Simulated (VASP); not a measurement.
## Sr4Ti4O11 (a cell with a defect): relaxation of the atoms with PBE

System: Sr4Ti4O11 (a cell with a defect).

```
Sr Ti O
1.0
    -3.93642    3.93642    3.93642
     3.93642   -3.93642    3.93642
     3.93642    3.93642   -3.93642
Sr Ti O
4 4 11
Direct
  0.00000 0.00000 0.00000
  0.50000 0.50000 0.00000
  0.50000 0.00000 0.50000
  0.00000 0.50000 0.50000
  0.50000 0.50000 0.50000
  0.00000 0.00000 0.50000
  0.00000 0.50000 0.00000
  0.50000 0.00000 0.00000
  0.25000 0.50000 0.25000
  0.75000 0.00000 0.25000
  0.75000 0.50000 0.75000
  0.25000 0.00000 0.75000
  0.75000 0.75000 0.50000
  0.25000 0.75000 0.00000
  0.75000 0.25000 0.00000
  0.50000 0.75000 0.75000
  0.00000 0.25000 0.75000
  0.00000 0.75000 0.25000
  0.50000 0.25000 0.25000
```

This cell differs from its parent crystal: atoms taken out.

```
Program                : VASP 6.6.1
Task                   : relaxation of the atoms
Functional             : PBE
Potentials or basis    : VASP PAW PBE potentials, release 64 (Sr_sv, Ti_sv, O)
Cutoff                 : 520 eV
k mesh                 : 3 × 3 × 3
Occupations            : gaussian, width 0.02 eV
Spin                   : no spin polarisation
Dipole correction      : no
Charge                 : 2
Further INCAR settings : LREAL = Auto; ALGO = Normal; EDIFF = 1e-06; IBRION = 2; EDIFFG = -0.02; NSW = 80; NELECT = 152.0
```

The energy gained by relaxing is 78.5 meV/atom, the ionic steps are 11 and the largest force after relaxing is 0.020 eV/Å.

Forces on the atoms (eV/Å):
```
Sr  -0.014 -0.014  0.000
Sr   0.014  0.014  0.000
Sr  -0.014  0.014  0.000
Sr   0.014 -0.014  0.000
Ti   0.000  0.000 -0.011
Ti   0.000  0.000  0.011
Ti   0.000  0.000  0.000
Ti   0.000  0.000  0.000
O    0.000  0.002 -0.007
O    0.000  0.002  0.007
O    0.000 -0.002 -0.007
O    0.000 -0.002  0.007
O    0.000  0.000  0.000
O    0.000  0.000  0.000
O    0.000  0.000  0.000
O   -0.002  0.000 -0.007
O   -0.002  0.000  0.007
O    0.002  0.000  0.007
O    0.002  0.000 -0.007
```

The path:
```tsv
step	energy change (eV)	largest force (eV/Å)	pressure (GPa)
1	0.0000	4.6795	-11.97
2	-1.0305	3.2988	-8.58
3	-1.2669	0.4550	-9.93
4	-1.3451	0.3779	-10.25
5	-1.4760	0.2823	-11.04
6	-1.4844	0.4166	-11.28
7	-1.4619	0.8197	-11.25
8	-1.4910	0.0447	-11.27
9	-1.4910	0.0435	-11.27
10	-1.4916	0.0253	-11.25
11	-1.4918	0.0199	-11.18
```

Final structure:
```
Sr Ti O
1.0
    -3.93642    3.93642    3.93642
     3.93642   -3.93642    3.93642
     3.93642    3.93642   -3.93642
Sr Ti O
4 4 11
Direct
  0.99943 0.99943 0.99886
  0.50057 0.50057 0.00114
  0.50057 0.99943 0.50000
  0.99943 0.50057 0.50000
  0.51646 0.51646 0.50000
  0.98354 0.98354 0.50000
  0.00000 0.50000 0.00000
  0.50000 0.00000 0.00000
  0.23806 0.48170 0.25636
  0.77466 0.01830 0.25636
  0.72534 0.48170 0.74364
  0.26194 0.01830 0.74364
  0.75000 0.75000 0.50000
  0.25000 0.75000 0.00000
  0.75000 0.25000 0.00000
  0.48170 0.72534 0.74364
  0.01830 0.26194 0.74364
  0.01830 0.77466 0.25636
  0.48170 0.23806 0.25636
```

Levels at points of the mesh, in eV from the Fermi level:
```csv
k point,band 72,band 73,band 74,band 75,band 76,band 77,band 78,band 79,band 80,band 81
"(0.00, 0.00, 0.00)",-1.02,-1.02,-0.48,-0.48,-0.22,1.60,1.81,1.81,2.14,3.16
```

Run time: 60 min on 1 thread of Oxide Virtual Turin-like Processor, on a shared host, peak memory 0.45 GiB.

Caveat: the cell carries a net charge on a neutralising background, which shifts energy and pressure; the cell differs from its parent crystal (atoms taken out); the cell is charged against a uniform background, so pressure and absolute levels hang on convention.
